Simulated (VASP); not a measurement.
CsSnI3:

```
CELL_PARAMETERS angstrom
6.20570 0.00000 0.00000
0.00000 6.20570 0.00000
0.00000 0.00000 6.20570
ATOMIC_POSITIONS crystal
Cs 0.00000 0.00000 0.00000
I 0.50000 0.50000 0.00000
I 0.50000 0.00000 0.50000
I 0.00000 0.50000 0.50000
Sn 0.50000 0.50000 0.50000
```

| Quantity | Value |
| --- | --- |
| Program | VASP 6.6.1 |
| Task | relaxation of cell and atoms |
| Functional | PBEsol |
| Dispersion | D3(BJ) |
| Potentials or basis | VASP PAW PBE potentials, release 64 (Cs_sv, I, Sn_d) |
| Cutoff | 500 eV |
| k mesh | 5 × 5 × 5 |
| Occupations | fermi-dirac, width 0.05 eV |
| Spin | no spin polarisation |

At the start: pressure -1.5 GPa; volume 47.80 Å³/atom.

**Question.** How do energy, volume and symmetry change on relaxing?

**Answer.** Over 3 steps the energy falls by 21.3 meV/atom and the volume is 43.71 Å³/atom (-8.6 %); space group Pm-3m (No. 221, to 0.05 Å).

Step by step:
| step | energy change (eV) | largest force (eV/Å) | pressure (GPa) | volume (Å³) |
| --- | --- | --- | --- | --- |
| 1 | 0.0000 | 0.0000 | -1.51 | 238.99 |
| 2 | -0.0977 | 0.0000 | -0.49 | 223.79 |
| 3 | -0.1063 | 0.0000 | -0.03 | 218.53 |

Final structure:
```yaml
crystal:
  lattice:
    - [6.02333, 0.00000, 0.00000]
    - [0.00000, 6.02333, 0.00000]
    - [0.00000, 0.00000, 6.02333]
  atoms:
    - { symbol: Cs, position: [0.00000, 0.00000, 0.00000] }
    - { symbol: I, position: [0.50000, 0.50000, 0.00000] }
    - { symbol: I, position: [0.50000, 0.00000, 0.50000] }
    - { symbol: I, position: [0.00000, 0.50000, 0.50000] }
    - { symbol: Sn, position: [0.50000, 0.50000, 0.50000] }
```

Caveat: the PAW data sets were made with another functional, which shifts forces and pressure a little.
